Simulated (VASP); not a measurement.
# LiF (Fm-3m) in VASP: single point with HSE06

Aim: the single point of LiF with HSE06.

Program: VASP 6.6.1. These are calculated values, not measurements. Logs are shortened: lines on timing, memory, paths and dates and some standing lists are left out, and cuts for length are marked.

## (1) The cell of the first run

Symmetry: Fm-3m, No. 225, cubic system. Conventional cell: a = 4.149 Å, b = 4.149 Å, c = 4.149 Å, α = 90.00°, β = 90.00°, γ = 90.00°. Li (site symmetry m-3m) has 6 F at 2.07 Å within 2.7 Å. Within 2.7 Å of F (site symmetry m-3m) lie 6 Li at 2.07 Å.

## (2) Single point, HSE06 (strain +4.0%)

The input, POSCAR:

```
LiF
1.0
    0.0000000000      2.0746666070      2.0746666070
    2.0746666070      0.0000000000      2.0746666070
    2.0746666070      2.0746666070      0.0000000000
Li F
1 1
Direct
    0.0000000000      0.0000000000      0.0000000000
    0.5000000000      0.5000000000      0.5000000000
```

The input, INCAR.step1:

```
PREC = Accurate ; ENCUT = 520
EDIFF = 1E-5 ; ISMEAR = 0
SIGMA = 0.01 ; LREAL = False
LASPH = True ; NELM = 80
ALGO = Normal ; ISIF = 2
LWAVE = True ; LCHARG = False
GGA = PE ; NBANDS = 12
```

The input, INCAR.step2:

```
PREC = Accurate ; ENCUT = 520
EDIFF = 1E-6 ; ISMEAR = 0
SIGMA = 0.01 ; LREAL = False
LASPH = True ; NELM = 80
ALGO = Normal ; ISIF = 2
LWAVE = False ; LCHARG = False
GGA = PE ; LHFCALC = True
HFSCREEN = 0.2079 ; PRECFOCK = Normal
ISTART = 1 ; NBANDS = 12
```

The input, KPOINTS:

```
regular mesh
0
Gamma
  8 8 8
```

Potentials or basis: VASP PAW PBE potentials, release 64 (Li_sv, F).

Command:

```console
> cat potpaw_PBE.64/Li_sv/POTCAR potpaw_PBE.64/F/POTCAR > POTCAR
> cp INCAR.step1 INCAR
> mpirun -np 1 vasp_std > vasp.out
> cp INCAR.step2 INCAR
> mpirun -np 1 vasp_std > vasp.out
```

OUTCAR:

```text
PREC = Accurate
   ENCUT = 520
   EDIFF = 1E-6
   ISMEAR = 0
   LREAL = False
   LASPH = True
   NELM = 80
   ISIF = 2
   GGA = PE
   LHFCALC = True
   HFSCREEN = 0.2079
   PRECFOCK = Normal
   ISTART = 1

 ion  position               nearest neighbor table
   1  0.000  0.000  0.000-   2 2.07   2 2.07   2 2.07   2 2.07   2 2.07   2 2.07
   2  0.500  0.500  0.500-   1 2.07   1 2.07   1 2.07   1 2.07   1 2.07   1 2.07

  LATTYP: Found a face centered cubic cell.
 ALAT       =     4.1493332140

  Lattice vectors:

 A1 = (   0.0000000000,   2.0746666070,   2.0746666070)
 A2 = (   2.0746666070,   0.0000000000,   2.0746666070)
 A3 = (   2.0746666070,   2.0746666070,   0.0000000000)

Analysis of symmetry for initial positions (statically):
=====================================================================
 Subroutine PRICEL returns:
 Original cell was already a primitive cell.

 Routine SETGRP: Setting up the symmetry group for a
 face centered cubic supercell.

 Subroutine GETGRP returns: Found 48 space group operations
 (whereof 48 operations were pure point group operations)
 out of a pool of 48 trial point group operations.

The static configuration has the point symmetry O_h .

Analysis of symmetry for dynamics (positions and initial velocities):
=====================================================================
 Subroutine PRICEL returns:
 Original cell was already a primitive cell.

 Routine SETGRP: Setting up the symmetry group for a
 face centered cubic supercell.

 Subroutine GETGRP returns: Found 48 space group operations
 (whereof 48 operations were pure point group operations)
 out of a pool of 48 trial point group operations.

The dynamic configuration has the point symmetry O_h .

 Subroutine INISYM returns: Found 48 space group operations
 (whereof 48 operations are pure point group operations),
 and found     1 'primitive' translations

----------------------------------------------------------------------------------------

                                     Primitive cell

  volume of cell :      17.8597

  direct lattice vectors                    reciprocal lattice vectors
     0.000000000  2.074666607  2.074666607    -0.241002578  0.241002578  0.241002578
     2.074666607  0.000000000  2.074666607     0.241002578 -0.241002578  0.241002578
     2.074666607  2.074666607  0.000000000     0.241002578  0.241002578 -0.241002578

  length of vectors
     2.934021653  2.934021653  2.934021653     0.417428709  0.417428709  0.417428709

  position of ions in fractional coordinates (direct lattice)
     0.000000000  0.000000000  0.000000000
     0.500000000  0.500000000  0.500000000

  ion indices of the primitive-cell ions
   primitive index   ion index
                 1           1
                 2           2

----------------------------------------------------------------------------------------

 KPOINTS: regular mesh

Automatic generation of k-mesh.
 Grid dimensions read from file:
 generate k-points for:    8    8    8

 Generating k-lattice:

  Cartesian coordinates                     Fractional coordinates (reciprocal lattice)
    -0.030125322  0.030125322  0.030125322     0.125000000  0.000000000  0.000000000
     0.030125322 -0.030125322  0.030125322     0.000000000  0.125000000  0.000000000
     0.030125322  0.030125322 -0.030125322     0.000000000  0.000000000  0.125000000

  Length of vectors
     0.052178589  0.052178589  0.052178589

  Shift w.r.t. Gamma in fractional coordinates (k-lattice)
     0.000000000  0.000000000  0.000000000

 Subroutine IBZKPT returns following result:
 ===========================================

 Found     29 irreducible k-points:

 Following reciprocal coordinates:
            Coordinates               Weight
  0.000000  0.000000  0.000000      1.000000
  0.125000  0.000000  0.000000      8.000000
  0.250000  0.000000  0.000000      8.000000
  0.375000  0.000000  0.000000      8.000000
  0.500000  0.000000  0.000000      4.000000
  0.125000  0.125000  0.000000      6.000000
[... 16 lines left out ...]
  0.500000  0.250000  0.125000     48.000000
 -0.375000  0.250000  0.125000     24.000000
 [... further k-points ...]
   k-points           NKPTS =     29   k-points in BZ     NKDIM =    512   number of bands    NBANDS=     12
   number of dos      NEDOS =    301   number of ions     NIONS =      2
   total plane-waves  NPLWV =  13824
   dimension x,y,z NGX =    24 NGY =   24 NGZ =   24
   dimension x,y,z NGXF=    48 NGYF=   48 NGZF=   48
   ions per type =               1   1
   NGX,Y,Z   is equivalent  to a cutoff of  13.60, 13.60, 13.60 a.u.
   NGXF,Y,Z  is equivalent  to a cutoff of  27.20, 27.20, 27.20 a.u.
 SYSTEM =  unknown system
   PREC   = accura    normal or accurate (medium, high low for compatibility)
   ISTART =      1    job   : 0-new  1-cont  2-samecut
   ICHARG =      0    charge: 1-file 2-atom 10-const
   ISPIN  =      1    spin polarized calculation?
   LNONCOLLINEAR =      F non collinear calculations
   LSORBIT =      F    spin-orbit coupling
   LASPH  =      T    aspherical Exc in radial PAW
   ENCUT  =  520.0 eV  38.22 Ry    6.18 a.u.   5.46  5.46  5.46*2*pi/ulx,y,z
   NELM   =     80;   NELMIN=  2; NELMDL=  0     # of ELM steps
   EDIFF  = 0.1E-05   stopping-criterion for ELM
   LREAL  =      F    real-space projection
   EDIFFG = 0.1E-04   stopping-criterion for IOM
   NSW    =      0    number of steps for IOM
   IBRION =     -1    ionic relax: 0-MD 1-quasi-New 2-CG
   NFREE  =      0    steps in history (QN), initial steepest desc. (CG)
   ISIF   =      2    stress and relaxation
   ISYM   =      3    0-nonsym 1-usesym 2-fastsym
   POTIM  = 0.5000    time-step for ionic-motion
   TEBEG  =    0.0;   TEEND  =   0.0 temperature during run
   PSTRESS=    0.0 pullay stress
   NELECT =      10.0000    total number of electrons
   NUPDOWN=      -1.0000    fix difference up-down
   EMIN   =  10.00;   EMAX   =-10.00  energy-range for DOS
   EFERMI =   0.00;   METHOD = LEGACY
   ISMEAR =     0;   SIGMA  =   0.01  broadening in eV -4-tet -1-fermi 0-gaus
   EFERMI_NEDOS =   21; number of points for ismear=-14 and -15
   IALGO  =     38    algorithm
   IMIX   =      1    mixing-type and parameters
     AMIX     =   0.40;   BMIX     =  1.00
     AMIX_MAG =   1.60;   BMIX_MAG =  1.00
  volume/ion in A,a.u.               =       8.93        60.26
  Fermi-wavevector in a.u.,A,eV,Ry     =   1.349325  2.549854 24.771822  1.820678
  Thomas-Fermi vector in A             =   2.476921
   LORBIT       =      0    0 simple, 1 ext, 2 COOP (PROOUT), +10 PAW based schemes
   GGA     = PE    functional components
   LHFCALC =     T    Hartree Fock is set to
   PRECFOCK=normal    Normal, Fast or Accurate (Low or Medium for compatibility)
   ENCUT4O =  -1.0   cutoff for four orbital integrals eV
   NKREDX  =     1    reduce k-point grid by
   NKREDY  =     1    reduce k-point grid by
   NKREDZ  =     1    reduce k-point grid by
   AEXX    =    0.2500 exact exchange contribution
   HFSCREEN=    0.2079 screening length (either q_TF or 0.3 A-1)
   HFSCREENC=   0.2079 screening length for correlation (either q_TF or 0.3 A-1)
   ENCUTFOCK=  -1.0 apply spherical cutoff to Coloumb kernel
   IVDW    =     0    specifies the selected vdW correction
   LEPSILON=     F    determine dielectric tensor
   LRPA    =     F    only Hartree local field effects (RPA)
 non-spin polarized calculation
 Gauss-broadening in eV      SIGMA  =   0.01
  energy-cutoff  :      520.00
  volume of cell :       17.86
 maximum number of plane-waves:       531
 NGX is ok and might be reduce to    24
  NGX = 18; NGY = 18; NGZ = 18

 number of electron      10.0000012 magnetization

 Free energy of the ion-electron system (eV)
  ---------------------------------------------------
  ext. energy  EPLUGINS =         0.00000000
  ---------------------------------------------------
  free energy    TOTEN  =       -11.35444259 eV

  energy without entropy =      -11.35444259  energy(sigma->0) =      -11.35444259

 E-fermi :  -3.1417     XC(G=0):  -7.8311

 val. band max:       -3.2146174802   @ k =   0.0000   0.0000   0.0000
 cond. band min:       7.3652751394   @ k =   0.0000   0.0000   0.0000
 fundamental gap:     10.5798926195
 Fermi energy:        -3.1417465393

 k-point     1 :       0.0000    0.0000    0.0000
  band No.  band energies     occupation
      1     -46.4293      2.00000
      2     -24.5530      2.00000
      3      -3.2146      2.00000
      4      -3.2146      2.00000
      5      -3.2146      2.00000
      6       7.3653      0.00000
      7      22.1892      0.00000
      8      22.1892      0.00000
      9      22.1892      0.00000
     10      22.6801      0.00000
     11      22.6801      0.00000
     12      22.6801      0.00000

 k-point     2 :       0.1250    0.0000    0.0000
  band No.  band energies     occupation
      1     -46.4232      2.00000
      2     -24.4986      2.00000
      3      -3.6225      2.00000
      4      -3.2480      2.00000
      5      -3.2480      2.00000
      6       7.8195      0.00000
      7      19.0065      0.00000
      8      20.6828      0.00000
      9      20.6828      0.00000
     10      23.7591      0.00000
     11      23.9486      0.00000
     12      23.9486      0.00000

 k-point     3 :       0.2500    0.0000    0.0000
  band No.  band energies     occupation
      1     -46.4089      2.00000
      2     -24.3647      2.00000
      3      -4.5059      2.00000
      4      -3.3264      2.00000
      5      -3.3264      2.00000
      6       8.7268      0.00000
      7      16.3981      0.00000
      8      18.9934      0.00000
      9      18.9935      0.00000
     10      25.0501      0.00000
     11      25.7301      0.00000
     12      25.7301      0.00000

 k-point     4 :       0.3750    0.0000    0.0000
  band No.  band energies     occupation
      1     -46.3947      2.00000
      2     -24.2253      2.00000
      3      -5.2914      2.00000
      4      -3.4020      2.00000
      5      -3.4020      2.00000
      6       9.2891      0.00000
      7      15.2579      0.00000
      8      17.8290      0.00000
      9      17.8291      0.00000
     10      26.8345      0.00000
     11      27.8411      0.00000
     12      27.8411      0.00000

 k-point     5 :       0.5000    0.0000    0.0000
  band No.  band energies     occupation
      1     -46.3888      2.00000
      2     -24.1656      2.00000
      3      -5.5964      2.00000
      4      -3.4325      2.00000
      5      -3.4325      2.00000
      6       9.3869      0.00000
      7      15.0741      0.00000
      8      17.4208      0.00000
      9      17.4208      0.00000
     10      28.1859      0.00000
     11      29.0399      0.00000
     12      29.0400      0.00000
[... 228 lines left out ...]
      1     -46.3772      2.00000
      2     -23.9535      2.00000
      3      -5.9575      2.00000
      4      -4.1369      2.00000
      5      -4.1369      2.00000
      6      13.3000      0.00000
      7      15.0690      0.00000
      8      15.6534      0.00000
      9      18.6358      0.00000
     10      18.6358      0.00000
     11      30.9442      0.00000
     12      36.2068      0.00000

 k-point    22 :       0.3750    0.2500    0.1250
  band No.  band energies     occupation
      1     -46.3987      2.00000
      2     -24.2476      2.00000
      3      -4.7402      2.00000
      4      -3.9065      2.00000
      5      -3.4845      2.00000
      6       9.8740      0.00000
      7      15.5979      0.00000
      8      18.0212      0.00000
      9      18.5595      0.00000
     10      22.0196      0.00000
     11      29.0967      0.00000
     12      29.1826      0.00000

 k-point    23 :       0.5000    0.2500    0.1250
  band No.  band energies     occupation
      1     -46.3875      2.00000
      2     -24.1232      2.00000
      3      -5.1956      2.00000
      4      -4.2251      2.00000
      5      -3.6007      2.00000
      6      10.7757      0.00000
      7      14.4819      0.00000
      8      17.4893      0.00000
      9      17.8787      0.00000
     10      23.9123      0.00000
     11      28.2612      0.00000
     12      30.8994      0.00000

 k-point    24 :      -0.3750    0.2500    0.1250
  band No.  band energies     occupation
      1     -46.3829      2.00000
      2     -24.0702      2.00000
      3      -5.3886      2.00000
      4      -4.3265      2.00000
      5      -3.6663      2.00000
      6      11.0651      0.00000
      7      14.2229      0.00000
      8      17.4401      0.00000
      9      17.4762      0.00000
     10      25.6747      0.00000
     11      26.7479      0.00000
     12      32.0559      0.00000

 [... further k-points ...]
[... 5 lines left out ...]
  --------------------------------------------------------------------------------------
  -------------------------------------------------------------------------------------
  Total       -0.6983885     -0.6983885     -0.6983885      0.0000000      0.0000000      0.0000000
  in kB      -62.6516807    -62.6516807    -62.6516807      0.0000000      0.0000000      0.0000000
  external PRESSURE =     -62.6516807 kB  Pullay stress =       0.0000000 kB

 VOLUME and BASIS-vectors are now :
 -----------------------------------------------------------------------------
  energy-cutoff  :      520.00
  volume of cell :       17.86
      direct lattice vectors                 reciprocal lattice vectors
     0.000000000  2.074666607  2.074666607    -0.241002578  0.241002578  0.241002578
     2.074666607  0.000000000  2.074666607     0.241002578 -0.241002578  0.241002578
     2.074666607  2.074666607  0.000000000     0.241002578  0.241002578 -0.241002578

 POSITION                                       TOTAL-FORCE (eV/Angst)
 -----------------------------------------------------------------------------------
      0.00000      0.00000      0.00000         0.000000      0.000000      0.000000
      2.07467      2.07467      2.07467        -0.000000     -0.000000     -0.000000
 -----------------------------------------------------------------------------------
    total drift:                               -0.000000     -0.000000     -0.000000

  FREE ENERGIE OF THE ION-ELECTRON SYSTEM (eV)
  ---------------------------------------------------
  free  energy   TOTEN  =       -11.3544425891 eV

  energy  without entropy=      -11.3544425891  energy(sigma->0) =      -11.35444259
```

Wall time 14 min (1 thread of Intel Xeon 6975P-C (Granite Rapids), shared host); peak memory 0.25 GiB.

Results:

- Free energy: -11.3544 eV
- Band gap on the k mesh: 10.58 eV

Caveat: the cell differs from its parent crystal (strain +4.0%); the cutoff is under 1.25 times the usual one of these potentials, so pressure, stress and relaxed cells hold a basis-set (Pulay) error; the PAW data sets were made with another functional, which shifts forces and pressure a little.
